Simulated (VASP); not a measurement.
Here is a VASP 6.6.1 calculation.

Contents of INCAR:

```
ALGO = Normal
EDIFF = 1E-7
ENCUT = 520
GGA = PE
ISIF = 2
ISMEAR = 0
LASPH = T
LCHARG = F
LREAL = F
LWAVE = F
NBANDS = 35
NELM = 80
PREC = Accurate
SIGMA = 0.02
```

Contents of KPOINTS:

```
k-points
0
Gamma
  6 6 8
```

File POSCAR:

```
SnO2
1.0
    4.6823746372      0.0000000000      0.0000000000
    0.0000000000      4.6823746372      0.0000000000
    0.0000000000      0.0000000000      3.3130549253
Sn O
2 4
Direct
    0.5000000000      0.5000000000      0.5000000000
    0.0000000000      0.0000000000      0.0000000000
    0.1929959573      0.8070040427      0.5000000000
    0.8070040427      0.1929959573      0.5000000000
    0.3070040427      0.3070040427      0.0000000000
    0.6929959573      0.6929959573      0.0000000000
```

Potentials or basis: VASP PAW PBE potentials, release 64 (Sn_d, O).

Command:

```bash
$ cat potpaw_PBE.64/Sn_d/POTCAR potpaw_PBE.64/O/POTCAR > POTCAR
$ mpirun -np 1 vasp_std > vasp.out
```

Q: Estimate the largest force.

A: 0.003 eV/Å.

Q: Predict the pressure.

A: 6.5 GPa.

Q: Estimate the band gap on the k mesh.

A: 0.93 eV, direct.

Stress tensor (GPa, compression positive):
```
9.37 0.00 0.00
0.00 9.37 0.00
0.00 0.00 0.82
```

Caveat: the cell differs from its parent crystal (biaxial strain in the a-b plane: -3.0 %, then relaxed in part); spin-orbit coupling is left out, which moves the levels of the heavy elements.
